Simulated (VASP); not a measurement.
# As (R-3m) in VASP: single point with PBE+D3(BJ)

Aim: the single point of As with PBE+D3(BJ).

Program: VASP 6.6.1. These are calculated values, not measurements. Logs are shortened: lines on timing, memory, paths and dates and some standing lists are left out, and cuts for length are marked.

## (1) The cell of the first run

It takes space group R-3m (No. 166, trigonal). The conventional cell has a = 3.760 Å, b = 3.760 Å, c = 10.457 Å, α = 90.00°, β = 90.00°, γ = 120.00°. As (site symmetry 3m) has 6 As at 2.52 to 3.10 Å within 3.3 Å.

## (2) Single point, PBE+D3(BJ)

Contents of INCAR:

```
PREC = Accurate
ENCUT = 510
EDIFF = 1E-6
ISMEAR = 0
SIGMA = 0.1
LREAL = F
LASPH = T
NELM = 120
ALGO = Normal
ISIF = 2
LWAVE = F
LCHARG = F
GGA = PE
IVDW = 12
NBANDS = 22
GGA_COMPAT = F
```

Contents of KPOINTS:

```
regular mesh
0
Gamma
  6 6 6
```

Contents of POSCAR:

```
As
1.0
    1.8797500000      1.0852741700      3.4857666700
   -1.8797500000      1.0852741700      3.4857666700
    0.0000000000     -2.1705483400      3.4857666700
As
2
Direct
    0.2275400000      0.2275400000      0.2275400000
    0.7724600000      0.7724600000      0.7724600000
```

Potentials or basis: VASP PAW PBE potentials, release 64 (As_d).

Command:

```
> cat potpaw_PBE.64/As_d/POTCAR > POTCAR
> mpirun -np 1 vasp_std > vasp.out
```

OUTCAR:

```text
PREC = Accurate
   ENCUT = 510
   EDIFF = 1E-6
   ISMEAR = 0
   LREAL = F
   LASPH = T
   NELM = 120
   ISIF = 2
   GGA = PE
   IVDW = 12
 IVDW          = 12

 ion  position               nearest neighbor table
   1  0.228  0.228  0.228-   2 2.52   2 2.52   2 2.52
   2  0.772  0.772  0.772-   1 2.52   1 2.52   1 2.52

  LATTYP: Found a trigonal (rhomboedric) cell.
 ALAT       =     4.1063182249
 COS(alpha) =     0.5808929386

  Lattice vectors:

 A1 = (   1.8797500000,   1.0852741700,   3.4857666700)
 A2 = (  -1.8797500000,   1.0852741700,   3.4857666700)
 A3 = (   0.0000000000,  -2.1705483400,   3.4857666700)

Analysis of symmetry for initial positions (statically):
=====================================================================
 Subroutine PRICEL returns:
 Original cell was already a primitive cell.

 Routine SETGRP: Setting up the symmetry group for a
 trigonal (rhombohedral) supercell.

 Subroutine GETGRP returns: Found 12 space group operations
 (whereof 12 operations were pure point group operations)
 out of a pool of 12 trial point group operations.

The static configuration has the point symmetry D_3d.

Analysis of symmetry for dynamics (positions and initial velocities):
=====================================================================
 Subroutine PRICEL returns:
 Original cell was already a primitive cell.

 Routine SETGRP: Setting up the symmetry group for a
 trigonal (rhombohedral) supercell.

 Subroutine GETGRP returns: Found 12 space group operations
 (whereof 12 operations were pure point group operations)
 out of a pool of 12 trial point group operations.

The dynamic configuration has the point symmetry D_3d.

 Subroutine INISYM returns: Found 12 space group operations
 (whereof 12 operations are pure point group operations),
 and found     1 'primitive' translations

----------------------------------------------------------------------------------------

                                     Primitive cell

  volume of cell :      42.6667

  direct lattice vectors                    reciprocal lattice vectors
     1.879750000  1.085274170  3.485766670     0.265992818  0.153571025  0.095626978
    -1.879750000  1.085274170  3.485766670    -0.265992818  0.153571025  0.095626978
     0.000000000 -2.170548340  3.485766670     0.000000000 -0.307142050  0.095626978

  length of vectors
     4.106318225  4.106318225  4.106318226     0.321684252  0.321684252  0.321684252

  position of ions in fractional coordinates (direct lattice)
     0.227540000  0.227540000  0.227540000
     0.772460000  0.772460000  0.772460000

  ion indices of the primitive-cell ions
   primitive index   ion index
                 1           1
                 2           2

----------------------------------------------------------------------------------------

 KPOINTS: regular mesh

Automatic generation of k-mesh.
 Grid dimensions read from file:
 generate k-points for:    6    6    6

 Generating k-lattice:

  Cartesian coordinates                     Fractional coordinates (reciprocal lattice)
     0.044332136  0.025595171  0.015937830     0.166666667  0.000000000  0.000000000
    -0.044332136  0.025595171  0.015937830     0.000000000  0.166666667  0.000000000
     0.000000000 -0.051190342  0.015937830     0.000000000  0.000000000  0.166666667

  Length of vectors
     0.053614042  0.053614042  0.053614042

  Shift w.r.t. Gamma in fractional coordinates (k-lattice)
     0.000000000  0.000000000  0.000000000

 Subroutine IBZKPT returns following result:
 ===========================================

 Found     32 irreducible k-points:

 Following reciprocal coordinates:
            Coordinates               Weight
  0.000000  0.000000  0.000000      1.000000
  0.166667  0.000000  0.000000      6.000000
  0.333333  0.000000  0.000000      6.000000
  0.500000  0.000000  0.000000      3.000000
  0.166667  0.166667  0.000000      6.000000
  0.333333  0.166667  0.000000     12.000000
[... 16 lines left out ...]
  0.500000  0.500000  0.166667      6.000000
 -0.333333  0.500000  0.166667     12.000000
 [... further k-points ...]
   k-points           NKPTS =     32   k-points in BZ     NKDIM =     32   number of bands    NBANDS=     22
   number of dos      NEDOS =    301   number of ions     NIONS =      2
   total plane-waves  NPLWV =  27000
   dimension x,y,z NGX =    30 NGY =   30 NGZ =   30
   dimension x,y,z NGXF=    60 NGYF=   60 NGZF=   60
   ions per type =               2
   NGX,Y,Z   is equivalent  to a cutoff of  12.15, 12.15, 12.15 a.u.
   NGXF,Y,Z  is equivalent  to a cutoff of  24.29, 24.29, 24.29 a.u.
 SYSTEM =  unknown system
   PREC   = accura    normal or accurate (medium, high low for compatibility)
   ISTART =      0    job   : 0-new  1-cont  2-samecut
   ICHARG =      2    charge: 1-file 2-atom 10-const
   ISPIN  =      1    spin polarized calculation?
   LNONCOLLINEAR =      F non collinear calculations
   LSORBIT =      F    spin-orbit coupling
   LASPH  =      T    aspherical Exc in radial PAW
   ENCUT  =  510.0 eV  37.48 Ry    6.12 a.u.   7.56  7.56  7.56*2*pi/ulx,y,z
   NELM   =    120;   NELMIN=  2; NELMDL= -5     # of ELM steps
   EDIFF  = 0.1E-05   stopping-criterion for ELM
   LREAL  =      F    real-space projection
[... 7 lines left out ...]
   TEBEG  =    0.0;   TEEND  =   0.0 temperature during run
   PSTRESS=    0.0 pullay stress
   NELECT =      30.0000    total number of electrons
   NUPDOWN=      -1.0000    fix difference up-down
   EMIN   =  10.00;   EMAX   =-10.00  energy-range for DOS
   EFERMI =   0.00;   METHOD = LEGACY
   ISMEAR =     0;   SIGMA  =   0.10  broadening in eV -4-tet -1-fermi 0-gaus
   EFERMI_NEDOS =   21; number of points for ismear=-14 and -15
   IALGO  =     38    algorithm
   IMIX   =      4    mixing-type and parameters
     AMIX     =   0.40;   BMIX     =  1.00
     AMIX_MAG =   1.60;   BMIX_MAG =  1.00
  volume/ion in A,a.u.               =      21.33       143.96
  Fermi-wavevector in a.u.,A,eV,Ry     =   1.455746  2.750961 28.833409  2.119196
  Thomas-Fermi vector in A             =   2.572745
   LORBIT       =      0    0 simple, 1 ext, 2 COOP (PROOUT), +10 PAW based schemes
   GGA     = PE    functional components
   LHFCALC =     F    Hartree Fock is set to
   AEXX    =    0.0000 exact exchange contribution
   IVDW    =    12    specifies the selected vdW correction
   LEPSILON=     F    determine dielectric tensor
   LRPA    =     F    only Hartree local field effects (RPA)
 non-spin polarized calculation
 Gauss-broadening in eV      SIGMA  =   0.10
  energy-cutoff  :      510.00
  volume of cell :       42.67
 maximum number of plane-waves:      1124
   NGX = 15   NGY = 15   NGZ = 15

 number of electron      29.9999999 magnetization

 Free energy of the ion-electron system (eV)
  ---------------------------------------------------
  ext. energy  EPLUGINS =         0.00000000
  ---------------------------------------------------
  free energy    TOTEN  =        -9.37369326 eV

  energy without entropy =       -9.37212371  energy(sigma->0) =       -9.37290848

 E-fermi :   3.9023     XC(G=0): -10.7143

 val. band max:        3.5766425555   @ k =   0.5000   0.0000   0.0000
 cond. band min:       3.9023243105   @ k =   0.3333   0.1667   0.1667
 fundamental gap:      0.3256817551
 Fermi energy:         3.9022957607

 k-point     1 :       0.0000    0.0000    0.0000
  band No.  band energies     occupation
      1     -32.4313      2.00000
      2     -32.4313      2.00000
      3     -32.3856      2.00000
      4     -32.3856      2.00000
      5     -32.3554      2.00000
      6     -32.3173      2.00000
[... 14 lines left out ...]
     21      11.0948      0.00000
     22      12.6704      0.00000

 k-point     2 :       0.1667    0.0000    0.0000
  band No.  band energies     occupation
      1     -32.4280      2.00000
      2     -32.4232      2.00000
      3     -32.3828      2.00000
      4     -32.3798      2.00000
      5     -32.3531      2.00000
      6     -32.3211      2.00000
[... 14 lines left out ...]
     21      10.8249      0.00000
     22      14.7157      0.00000

 k-point     3 :       0.3333    0.0000    0.0000
  band No.  band energies     occupation
      1     -32.4208      2.00000
      2     -32.4026      2.00000
      3     -32.3764      2.00000
      4     -32.3653      2.00000
      5     -32.3471      2.00000
      6     -32.3317      2.00000
[... 14 lines left out ...]
     21      12.9353      0.00000
     22      16.2759      0.00000

 k-point     4 :       0.5000    0.0000    0.0000
  band No.  band energies     occupation
      1     -32.4167      2.00000
      2     -32.3880      2.00000
      3     -32.3683      2.00000
      4     -32.3513      2.00000
      5     -32.3491      2.00000
      6     -32.3436      2.00000
[... 14 lines left out ...]
     21      15.4581      0.00000
     22      15.6310      0.00000

 k-point     5 :       0.1667    0.1667    0.0000
  band No.  band energies     occupation
      1     -32.4307      2.00000
      2     -32.4191      2.00000
      3     -32.3834      2.00000
      4     -32.3789      2.00000
      5     -32.3526      2.00000
      6     -32.3223      2.00000
[... 417 lines left out ...]
 k-point    22 :      -0.1667    0.3333    0.1667
  band No.  band energies     occupation
      1     -32.4255      2.00000
      2     -32.3840      2.00000
      3     -32.3707      2.00000
      4     -32.3590      2.00000
      5     -32.3462      2.00000
      6     -32.3427      2.00000
[... 14 lines left out ...]
     21      14.4388      0.00000
     22      16.0152      0.00000

 k-point    23 :       0.5000    0.5000    0.1667
  band No.  band energies     occupation
      1     -32.4262      2.00000
      2     -32.3983      2.00000
      3     -32.3766      2.00000
      4     -32.3635      2.00000
      5     -32.3455      2.00000
      6     -32.3339      2.00000
[... 14 lines left out ...]
     21      15.5201      0.00000
     22      15.8399      0.00000

 k-point    24 :      -0.3333    0.5000    0.1667
  band No.  band energies     occupation
      1     -32.4252      2.00000
      2     -32.3873      2.00000
      3     -32.3708      2.00000
      4     -32.3602      2.00000
      5     -32.3443      2.00000
      6     -32.3399      2.00000
[... 14 lines left out ...]
     21      15.8404      0.00000
     22      16.9278      0.00000

 [... further k-points ...]

------------------------ aborting loop because EDIFF is reached ----------------------------------------

 Edisp (eV)   -0.84750

 E8    (eV) :    -0.3590

  FORCE on cell =-STRESS in cart. coord.  units (eV):
  Direction    XX          YY          ZZ          XY          YZ          ZX
  --------------------------------------------------------------------------------------
  -------------------------------------------------------------------------------------
  Total       0.21940     0.21940    -0.21507     0.00000     0.00000     0.00000
  in kB       8.23857     8.23857    -8.07609     0.00000     0.00000     0.00000
  external pressure =        2.80 kB  Pullay stress =        0.00 kB

 VOLUME and BASIS-vectors are now :
 -----------------------------------------------------------------------------
  energy-cutoff  :      510.00
  volume of cell :       42.67
      direct lattice vectors                 reciprocal lattice vectors
     1.879750000  1.085274170  3.485766670     0.265992818  0.153571025  0.095626978
    -1.879750000  1.085274170  3.485766670    -0.265992818  0.153571025  0.095626978
     0.000000000 -2.170548340  3.485766670     0.000000000 -0.307142050  0.095626978

 POSITION                                       TOTAL-FORCE (eV/Angst)
 -----------------------------------------------------------------------------------
      0.00000      0.00000      2.37945         0.000000     -0.000000      0.119611
      0.00000      0.00000      8.07785         0.000000      0.000000     -0.119611
 -----------------------------------------------------------------------------------
    total drift:                               -0.000000      0.000000     -0.000000

  FREE ENERGIE OF THE ION-ELECTRON SYSTEM (eV)
  ---------------------------------------------------
  free  energy   TOTEN  =       -10.2211967861 eV

  energy  without entropy=      -10.2196272380  energy(sigma->0) =      -10.22041201
```

It took 15 s on 1 thread of AMD EPYC 9R45 (Zen 5), shared host; peak memory 0.15 GiB.

What came out:

```
Free energy                : -10.2212 eV
Pressure                   : 0.3 GPa
Largest force              : 0.120 eV/Å
Band gap on the k mesh     : zero (bands 15 and 16 overlap by 0.33 eV)
Dispersion energy per atom : -0.424 eV
```

Forces on the atoms (eV/Å):
```
As   0.000  0.000  0.120
As   0.000  0.000 -0.120
```

Stress tensor (GPa, compression positive):
```
 0.82  0.00  0.00
 0.00  0.82  0.00
 0.00  0.00 -0.81
```

Levels at points of the mesh, in eV from the Fermi level:
```
           k point  band 12  band 13  band 14  band 15  band 16  band 17  band 18  band 19
(0.00, 0.00, 0.00)    -5.80    -2.57    -2.04    -2.04     1.76     2.94     2.94     6.80
(0.50, 0.00, 0.00)   -11.18    -2.79    -2.77    -0.39    -0.33     0.24     1.22     9.04
(0.50, 0.50, 0.00)    -9.70    -6.11    -4.32    -4.17     1.49     5.47     6.80     7.34
(0.50, 0.50, 0.50)   -10.16    -1.75    -1.75    -0.57     0.67     0.67     1.75     8.12
```

The gap in the log of VASP goes by the Fermi energy; the results here count the filled bands.